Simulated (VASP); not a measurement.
PbS, 2 atoms in the cell. It takes space group R3m (No. 160, trigonal). Conventional cell: a = 4.224 Å, b = 4.224 Å, c = 9.524 Å, α = 90.00°, β = 90.00°, γ = 120.00°. Within 3.8 Å of Pb (site symmetry 3m) lie 6 S at 2.91 Å. Within 3.8 Å of S (site symmetry 3m) lie 6 Pb at 2.91 Å. 

```yaml
Program: VASP 6.6.1
Task: single point
Functional: r2SCAN
Potentials_or_basis: VASP PAW PBE potentials, release 64 (Pb_d, S)
Cutoff: 520 eV
k_mesh: 9 × 9 × 9
Occupations: gaussian, width 0.05 eV
Spin: no spin polarisation
Dipole_correction: no
Further_INCAR_settings: ALGO = Normal; EDIFF = 1e-06; NBANDS = 17
```

Potentials or basis: VASP PAW PBE potentials, release 64 (Pb_d, S).

Command:

```bash
$ cat potpaw_PBE.64/Pb_d/POTCAR potpaw_PBE.64/S/POTCAR > POTCAR
$ cp INCAR.step1 INCAR
$ mpirun -np 1 vasp_std > vasp.out
$ cp INCAR.step2 INCAR
$ mpirun -np 1 vasp_std > vasp.out
```

Hardware: 1 thread of Intel(R) Xeon(R) 6975P-C (Granite Rapids), with other jobs on the host.

**Question.** How long does it take, and how much memory?

**Answer.** It took 2.2 min on 1 thread of Intel(R) Xeon(R) 6975P-C (Granite Rapids) (shared host), peak memory 0.21 GiB. Counts: k points 85.
